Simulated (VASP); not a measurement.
# LiReH6 (Pm-3) in VASP: further runs

The runs below take LiReH6 through single point, relaxation of cell and atoms, with PBE.

Program: VASP 6.6.1. These are calculated values, not measurements. Logs are shortened: lines on timing, memory, paths and dates and some standing lists are left out, and cuts for length are marked.

## (1) The cell of the first run

Symmetry: Pm-3, No. 200, cubic system. The conventional cell has a = 3.518 Å, b = 3.518 Å, c = 3.518 Å, α = 90.00°, β = 90.00°, γ = 90.00°. Within 2.7 Å of Li (site symmetry m-3) lie 12 H at 2.01 Å. Within 2.6 Å of Re (site symmetry m-3) lie 12 H at 1.93 Å. Within 2.1 Å of H (site symmetry mm2) lie 2 H at 1.57 to 1.95 Å and 2 Re at 1.93 Å and 2 Li at 2.01 Å.

## (2) Single point, PBE

File INCAR:

```
PREC     = Accurate       # precision mode
ENCUT    = 520            # plane-wave cutoff, eV
EDIFF    = 1E-7           # SCF threshold, eV
ISMEAR   = 0              # smearing method
SIGMA    = 0.1            # smearing width, eV
LREAL    = False          # projectors in reciprocal space
LASPH    = True           # aspherical terms in the spheres
NELM     = 60             # most SCF steps
ALGO     = Normal         # electronic algorithm
ISIF     = 2              # what is computed and relaxed
LWAVE    = False          # write WAVECAR
LCHARG   = True           # write CHGCAR
GGA      = PE             # functional
LELF     = True           # ELF
LVHAR    = True         
NBANDS   = 18             # bands
```

File KPOINTS:

```
Automatic mesh
0
Gamma
  4 4 4
```

File POSCAR:

```
LiReH6
1.0
    3.5176288985      0.0000000000      0.0000000000
    0.0000000000      3.5176288985      0.0000000000
    0.0000000000      0.0000000000      3.5176288985
Li Re H
1 1 6
Direct
    0.5000000000      0.5000000000      0.5000000000
    0.0000000000      0.0000000000      0.0000000000
    0.0000000000      0.5000000000      0.7774747869
    0.5000000000      0.2225252131      0.0000000000
    0.7774747869      0.0000000000      0.5000000000
    0.0000000000      0.5000000000      0.2225252131
    0.5000000000      0.7774747869      0.0000000000
    0.2225252131      0.0000000000      0.5000000000
```

Potentials or basis: VASP PAW PBE potentials, release 64 (Li_sv, Re, H).

Command:

```console
cat potpaw_PBE.64/Li_sv/POTCAR potpaw_PBE.64/Re/POTCAR potpaw_PBE.64/H/POTCAR > POTCAR
mpirun -np 1 vasp_std > vasp.out
```

OUTCAR:

```text
PREC = Accurate
   ENCUT = 520
   EDIFF = 1E-7
   ISMEAR = 0
   LREAL = False
   LASPH = True
   NELM = 60
   ISIF = 2
   GGA = PE

 ion  position               nearest neighbor table
   1  0.500  0.500  0.500-
   2  0.000  0.000  0.000-   3 1.93   4 1.93   5 1.93   6 1.93   7 1.93   8 1.93   5 1.93   8 1.93
                             3 1.93   6 1.93   4 1.93   7 1.93
   3  0.000  0.500  0.777-   2 1.93   2 1.93
   4  0.500  0.223  0.000-   2 1.93   2 1.93
   5  0.777  0.000  0.500-   2 1.93   2 1.93
   6  0.000  0.500  0.223-   2 1.93   2 1.93
   7  0.500  0.777  0.000-   2 1.93   2 1.93
   8  0.223  0.000  0.500-   2 1.93   2 1.93

  LATTYP: Found a simple cubic cell.
 ALAT       =     3.5176288985

  Lattice vectors:

 A1 = (   3.5176288985,   0.0000000000,   0.0000000000)
 A2 = (   0.0000000000,   3.5176288985,   0.0000000000)
 A3 = (   0.0000000000,   0.0000000000,   3.5176288985)

Analysis of symmetry for initial positions (statically):
=====================================================================
 Subroutine PRICEL returns:
 Original cell was already a primitive cell.

 Routine SETGRP: Setting up the symmetry group for a
 simple cubic supercell.

 Subroutine GETGRP returns: Found 24 space group operations
 (whereof 24 operations were pure point group operations)
 out of a pool of 48 trial point group operations.

The static configuration has the point symmetry T_h .

Analysis of symmetry for dynamics (positions and initial velocities):
=====================================================================
 Subroutine PRICEL returns:
 Original cell was already a primitive cell.

 Routine SETGRP: Setting up the symmetry group for a
 simple cubic supercell.

 Subroutine GETGRP returns: Found 24 space group operations
 (whereof 24 operations were pure point group operations)
 out of a pool of 48 trial point group operations.

The dynamic configuration has the point symmetry T_h .

 Subroutine INISYM returns: Found 24 space group operations
 (whereof 24 operations are pure point group operations),
 and found     1 'primitive' translations

[... 93 lines left out ...]
   LREAL  =      F    real-space projection
   EDIFFG = 0.1E-05   stopping-criterion for IOM
   NSW    =      0    number of steps for IOM
   IBRION =     -1    ionic relax: 0-MD 1-quasi-New 2-CG
   NFREE  =      0    steps in history (QN), initial steepest desc. (CG)
   ISIF   =      2    stress and relaxation
   ISYM   =      2    0-nonsym 1-usesym 2-fastsym
   POTIM  = 0.5000    time-step for ionic-motion
   TEBEG  =    0.0;   TEEND  =   0.0 temperature during run
   PSTRESS=    0.0 pullay stress
   NELECT =      16.0000    total number of electrons
   NUPDOWN=      -1.0000    fix difference up-down
   EMIN   =  10.00;   EMAX   =-10.00  energy-range for DOS
   EFERMI =   0.00;   METHOD = LEGACY
   ISMEAR =     0;   SIGMA  =   0.10  broadening in eV -4-tet -1-fermi 0-gaus
   EFERMI_NEDOS =   21; number of points for ismear=-14 and -15
   IALGO  =     38    algorithm
   IMIX   =      4    mixing-type and parameters
     AMIX     =   0.40;   BMIX     =  1.00
     AMIX_MAG =   1.60;   BMIX_MAG =  1.00
  volume/ion in A,a.u.               =       5.44        36.72
  Fermi-wavevector in a.u.,A,eV,Ry     =   1.172730  2.216139 18.712042  1.375296
  Thomas-Fermi vector in A             =   2.309154
   LORBIT       =      0    0 simple, 1 ext, 2 COOP (PROOUT), +10 PAW based schemes
   GGA     = PE    functional components
   LHFCALC =     F    Hartree Fock is set to
   AEXX    =    0.0000 exact exchange contribution
   IVDW    =     0    specifies the selected vdW correction
   LEPSILON=     F    determine dielectric tensor
   LRPA    =     F    only Hartree local field effects (RPA)
 non-spin polarized calculation
 Gauss-broadening in eV      SIGMA  =   0.10
  energy-cutoff  :      520.00
  volume of cell :       43.53
 maximum number of plane-waves:      1208
 NGX is ok and might be reduce to    28
   NGX = 13   NGY = 13   NGZ = 13

 number of electron      16.0000012 magnetization

 Free energy of the ion-electron system (eV)
  ---------------------------------------------------
  ext. energy  EPLUGINS =         0.00000000
  ---------------------------------------------------
  free energy    TOTEN  =       -32.15595518 eV

  energy without entropy =      -32.12761948  energy(sigma->0) =      -32.14178733

 E-fermi :   4.5862     XC(G=0): -11.2220

 val. band max:        4.5786144826   @ k =   0.5000   0.5000   0.0000
 cond. band min:       4.5984611766   @ k =   0.5000   0.2500   0.2500
 fundamental gap:      0.0198466940
 Fermi energy:         4.5862303311

 k-point     1 :       0.0000    0.0000    0.0000
  band No.  band energies     occupation
      1     -41.5831      2.00000
      2      -7.9183      2.00000
      3      -2.9321      2.00000
      4      -2.9321      2.00000
      5       3.8211      2.00000
      6       3.8211      2.00000
[... 208 lines left out ...]
      5      -0.5294      2.00000
      6      -0.5294      2.00000
[... 10 lines left out ...]
     17      18.6920      0.00000
     18      21.3243      0.00000

------------------------ aborting loop because EDIFF is reached ----------------------------------------

  FORCE on cell =-STRESS in cart. coord.  units (eV):
  Direction    XX          YY          ZZ          XY          YZ          ZX
  --------------------------------------------------------------------------------------
  -------------------------------------------------------------------------------------
  Total        0.0636474      0.0636474      0.0636474     -0.0000000      0.0000000      0.0000000
  in kB        2.3428306      2.3428306      2.3428306     -0.0000000      0.0000000      0.0000000
  external PRESSURE =       2.3428306 kB  Pullay stress =       0.0000000 kB

 VOLUME and BASIS-vectors are now :
 -----------------------------------------------------------------------------
  energy-cutoff  :      520.00
  volume of cell :       43.53
      direct lattice vectors                 reciprocal lattice vectors
     3.517628898  0.000000000  0.000000000     0.284282404  0.000000000  0.000000000
     0.000000000  3.517628898  0.000000000     0.000000000  0.284282404  0.000000000
     0.000000000  0.000000000  3.517628898     0.000000000  0.000000000  0.284282404

 POSITION                                       TOTAL-FORCE (eV/Angst)
 -----------------------------------------------------------------------------------
      1.75881      1.75881      1.75881         0.000000      0.000000      0.000000
      0.00000      0.00000      0.00000         0.000000      0.000000      0.000000
      0.00000      1.75881      2.73487         0.000000     -0.000000     -0.013907
      1.75881      0.78276      0.00000        -0.000000      0.013907     -0.000000
      2.73487      0.00000      1.75881        -0.013907     -0.000000      0.000000
      0.00000      1.75881      0.78276        -0.000000      0.000000      0.013907
      1.75881      2.73487      0.00000         0.000000     -0.013907      0.000000
      0.78276      0.00000      1.75881         0.013907      0.000000     -0.000000
 -----------------------------------------------------------------------------------
    total drift:                                0.000000      0.000000      0.000000

  FREE ENERGIE OF THE ION-ELECTRON SYSTEM (eV)
  ---------------------------------------------------
  free  energy   TOTEN  =       -32.1559551790 eV

  energy  without entropy=      -32.1276194812  energy(sigma->0) =      -32.14178733
```

OSZICAR:

```text
N       E                     dE             d eps       ncg     rms          rms(c)
DAV:   1     0.290940398079E+02    0.29094E+02   -0.71031E+03   616   0.100E+03
DAV:   2    -0.307447466209E+02   -0.59839E+02   -0.54088E+02   644   0.265E+02
DAV:   3    -0.346789610425E+02   -0.39342E+01   -0.38497E+01   766   0.490E+01
DAV:   4    -0.350021129344E+02   -0.32315E+00   -0.32261E+00   584   0.756E+00
DAV:   5    -0.350132811975E+02   -0.11168E-01   -0.11166E-01   640   0.141E+00    0.390E+01
DAV:   6    -0.323609665510E+02    0.26523E+01   -0.33182E+00   648   0.503E+01    0.485E+00
DAV:   7    -0.322427594494E+02    0.11821E+00   -0.47152E-01   664   0.169E+01    0.850E+00
DAV:   8    -0.321960479442E+02    0.46712E-01   -0.12112E-01   672   0.105E+01    0.111E+00
DAV:   9    -0.321620203411E+02    0.34028E-01   -0.24212E-02   672   0.358E+00    0.617E-01
DAV:  10    -0.321561507243E+02    0.58696E-02   -0.81144E-03   664   0.229E+00    0.211E-01
DAV:  11    -0.321559556009E+02    0.19512E-03   -0.66250E-04   632   0.415E-01    0.405E-02
DAV:  12    -0.321559704273E+02   -0.14826E-04   -0.32021E-05   632   0.998E-02    0.451E-02
DAV:  13    -0.321559552293E+02    0.15198E-04   -0.12688E-05   688   0.910E-02    0.800E-03
DAV:  14    -0.321559551331E+02    0.96192E-07   -0.11061E-06   584   0.963E-03    0.259E-03
DAV:  15    -0.321559551790E+02   -0.45878E-07   -0.34367E-08   320   0.652E-03
   1 F= -.32155955E+02 E0= -.32141787E+02  d E =-.283357E-01
```

Wall time 14 s (1 thread of Intel Xeon Platinum 8259CL at 2.50GHz (Skylake/Cascade Lake), shared host); peak memory 0.16 GiB.

What came out:

* Free energy: -32.1560 eV
* Largest force: 0.014 eV/Å
* Band gap on the k mesh: zero (band 8 reaches 6.11 eV, above the bottom of band 9 at 3.96 eV)

Forces on the atoms (eV/Å):
```
Li   0.000  0.000  0.000
Re   0.000  0.000  0.000
H    0.000  0.000 -0.014
H    0.000  0.014  0.000
H   -0.014  0.000  0.000
H    0.000  0.000  0.014
H    0.000 -0.014  0.000
H    0.014  0.000  0.000
```

Levels at points of the mesh, in eV from the Fermi level:
| k point | band 5 | band 6 | band 7 | band 8 | band 9 | band 10 | band 11 | band 12 | band 13 | band 14 |
| --- | --- | --- | --- | --- | --- | --- | --- | --- | --- | --- |
| (0.00, 0.00, 0.00) | -0.77 | -0.77 | -0.77 | -0.63 | -0.63 | -0.63 | 5.44 | 5.44 | 7.90 | 7.90 |
| (0.50, 0.00, 0.00) | -4.19 | -2.19 | -0.86 | -0.63 | -0.13 | 0.47 | 6.31 | 6.64 | 6.80 | 7.09 |
| (0.50, 0.50, 0.00) | -6.82 | -3.84 | -1.78 | -0.15 | -0.01 | 0.41 | 4.68 | 7.05 | 7.22 | 7.52 |
| (0.50, 0.50, 0.50) | -5.12 | -5.12 | -5.12 | -0.03 | -0.03 | 1.65 | 4.47 | 4.47 | 4.47 | 4.64 |

Caveat: the k points lie up to 0.45 Å⁻¹ apart; the cutoff is under 1.25 times the usual one of these potentials, so pressure, stress and relaxed cells hold a basis-set (Pulay) error; spin-orbit coupling is left out, which moves the levels of the heavy elements.

## (3) Single point, PBE

This run uses another cell than the first one, of 8.97 Å³/atom, 1.649 times its volume.

File INCAR:

```
SYSTEM = LiReH6
  ALGO = Normal
  EDIFF = 1E-7
  ENCUT = 520
  GGA = PE
  ISIF = 2
  ISMEAR = 0
  LASPH = .True.
  LCHARG = .True.
  LELF = .True.
  LREAL = .False.
  LVHAR = .True.
  LWAVE = .False.
  NBANDS = 18
  NELM = 80
  PREC = Accurate
  SIGMA = 0.1
```

File KPOINTS:

```
k-points
0
Gamma
  4 4 4
  0 0 0
```

File POSCAR:

```
LiReH6
1.0
    4.1561305100      0.0000000000      0.0000000000
    0.0000000000      4.1561305100      0.0000000000
    0.0000000000      0.0000000000      4.1561305100
Li Re H
1 1 6
Direct
    0.5000000000      0.5000000000      0.5000000000
    0.0000000000      0.0000000000      0.0000000000
    0.0000000000      0.5000000000      0.7456844400
    0.5000000000      0.2543155600      0.0000000000
    0.7456844400      0.0000000000      0.5000000000
    0.0000000000      0.5000000000      0.2543155600
    0.5000000000      0.7456844400      0.0000000000
    0.2543155600      0.0000000000      0.5000000000
```

Potentials or basis: VASP PAW PBE potentials, release 64 (Li_sv, Re, H).

Command:

```console
cat potpaw_PBE.64/Li_sv/POTCAR potpaw_PBE.64/Re/POTCAR potpaw_PBE.64/H/POTCAR > POTCAR
mpirun -np 1 vasp_std > vasp.out
```

Run time: 17 s. Hardware: 1 thread of Intel Xeon Platinum 8259CL at 2.50GHz (Skylake/Cascade Lake), shared host; peak memory 0.18 GiB.

Results (log left out):

* Free energy: -27.8184 eV
* Largest force: 0.945 eV/Å
* Band gap on the k mesh: zero (band 8 reaches 1.50 eV, above the bottom of band 9 at 0.55 eV)

Forces in eV/Å, atoms in the order of the input:
```
Li   0.000  0.000  0.000
Re   0.000  0.000  0.000
H    0.000  0.000  0.945
H    0.000 -0.945  0.000
H    0.945  0.000  0.000
H    0.000  0.000 -0.945
H    0.000  0.945  0.000
H   -0.945  0.000  0.000
```

Levels at points of the mesh, in eV from the Fermi level:
| k point | band 6 | band 7 | band 8 | band 9 | band 10 | band 11 |
| --- | --- | --- | --- | --- | --- | --- |
| (0.00, 0.00, 0.00) | -0.36 | -0.36 | -0.13 | -0.13 | -0.13 | 2.59 |
| (0.50, 0.00, 0.00) | -0.90 | -0.70 | -0.31 | -0.09 | 0.43 | 3.29 |
| (0.50, 0.50, 0.00) | -2.09 | -0.75 | -0.06 | 0.06 | 0.31 | 2.16 |
| (0.50, 0.50, 0.50) | -2.75 | -2.75 | 0.00 | 0.00 | 0.42 | 2.13 |

Caveat: the k points lie up to 0.38 Å⁻¹ apart; the cutoff is under 1.25 times the usual one of these potentials, so pressure, stress and relaxed cells hold a basis-set (Pulay) error; spin-orbit coupling is left out, which moves the levels of the heavy elements.

## (4) Single point, PBE

This run uses another cell than the first one, of 5.51 Å³/atom, 1.013 times its volume.

File INCAR:

```
SYSTEM = LiReH6
PREC = Accurate ; ENCUT = 520
EDIFF = 1E-6 ; ISMEAR = 0
SIGMA = 0.1 ; LREAL = .FALSE.
LASPH = .TRUE. ; NELM = 80
ALGO = Normal ; ISIF = 2
LWAVE = .FALSE. ; LCHARG = .FALSE.
GGA = PE ; NBANDS = 18
```

File KPOINTS:

```
Automatic mesh
0
G
  6 6 6
  0 0 0
```

File POSCAR:

```
LiReH6
1.0
    3.5325345463      0.0000000000      0.0000000000
    0.0000000000      3.5325345463      0.0000000000
    0.0000000000      0.0000000000      3.5325345463
Li Re H
1 1 6
Direct
    0.5000000000      0.5000000000      0.5000000000
    0.0000000000      0.0000000000      0.0000000000
    0.0000000000      0.5000000000      0.7829110976
    0.5000000000      0.2170889024      0.0000000000
    0.7829110976      0.0000000000      0.5000000000
    0.0000000000      0.5000000000      0.2170889024
    0.5000000000      0.7829110976      0.0000000000
    0.2170889024      0.0000000000      0.5000000000
```

Command:

```console
cat potpaw_PBE.64/Li_sv/POTCAR potpaw_PBE.64/Re/POTCAR potpaw_PBE.64/H/POTCAR > POTCAR
mpirun -np 1 vasp_std > vasp.out
```

It took 19 s on 1 thread of Intel Xeon Platinum 8259CL at 2.50GHz (Skylake/Cascade Lake), shared host; peak memory 0.16 GiB.

It converged, with:

```yaml
Free_energy: -32.1087 eV
Largest_force: 0.017 eV/Å
Band_gap_on_the_k_mesh: zero (band 8 reaches 5.60 eV, above the bottom of band 9 at 3.90 eV)
```

Forces in eV/Å, atoms in the order of the input:
```
Li   0.000  0.000  0.000
Re   0.000  0.000  0.000
H    0.000  0.000 -0.017
H    0.000  0.017  0.000
H   -0.017  0.000  0.000
H    0.000  0.000  0.017
H    0.000 -0.017  0.000
H    0.017  0.000  0.000
```

Levels at points of the mesh, in eV from the Fermi level:
```tsv
k point	band 4	band 5	band 6	band 7	band 8	band 9	band 10	band 11	band 12	band 13
(0.00, 0.00, 0.00)	-7.86	-1.05	-1.05	-1.05	-0.91	-0.91	-0.91	5.25	5.25	7.55
(0.50, 0.00, 0.00)	-7.23	-4.44	-2.45	-1.06	-0.91	-0.44	0.18	6.06	6.26	6.45
(0.50, 0.50, 0.00)	-7.50	-6.99	-4.09	-2.05	-0.46	-0.33	0.07	4.40	6.73	6.74
(0.50, 0.50, 0.50)	-6.91	-5.55	-5.55	-5.55	-0.34	-0.34	1.24	4.20	4.20	4.20
```

Caveat: the cutoff is under 1.25 times the usual one of these potentials, so pressure, stress and relaxed cells hold a basis-set (Pulay) error; spin-orbit coupling is left out, which moves the levels of the heavy elements.

[end of part 1 of 2]
